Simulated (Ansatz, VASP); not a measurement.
**ZnInCl4: VASP beside Ansatz**

```xyz
6
Lattice="4.4784 0.0000 0.0000 0.0000 4.4784 0.0000 0.0000 0.0000 6.3334" Properties=species:S:1:pos:R:3 pbc="T T T"
Zn    2.2392    2.2392    3.1667
In    0.0000    0.0000    0.0000
Cl    2.2392    0.0000    1.5833
Cl    0.0000    2.2392    4.7500
Cl    2.2392    0.0000    4.7500
Cl    0.0000    2.2392    1.5833
```

Alike in both runs: task single point; functional PBE; k mesh 4 × 4 × 4; occupations gaussian, width 0.1 eV; no spin polarisation.

|  | VASP | Ansatz |
| --- | --- | --- |
| version | VASP 6.6.1 | Ansatz 0.2.0 |
| potentials or method | VASP PAW PBE potentials, release 64 (Zn, In_d, Cl), cutoff 520 eV | scalar-relativistic, plane waves, PAW |
| valence electrons in the cell | 53 | 53 |

Ansatz gave:

```
gap on the k mesh at the Fermi level (eV)                     : none
pressure (GPa)                                                : 6.7
traceless stress, the component that is largest in VASP (GPa) : -0.11
rms of the force components (eV/Å)                            : 0.336
```

Question: Estimate VASP's values.

Answer: gap on the k mesh at the Fermi level (eV): none; pressure (GPa): 6.7; traceless stress, the component that is largest in VASP (GPa): -0.11; rms of the force components (eV/Å): 0.334.

Atom by atom the forces differ by 0.002 eV/Å (rms over components). A gap of «none» marks a metal or a gap that the smearing closes.
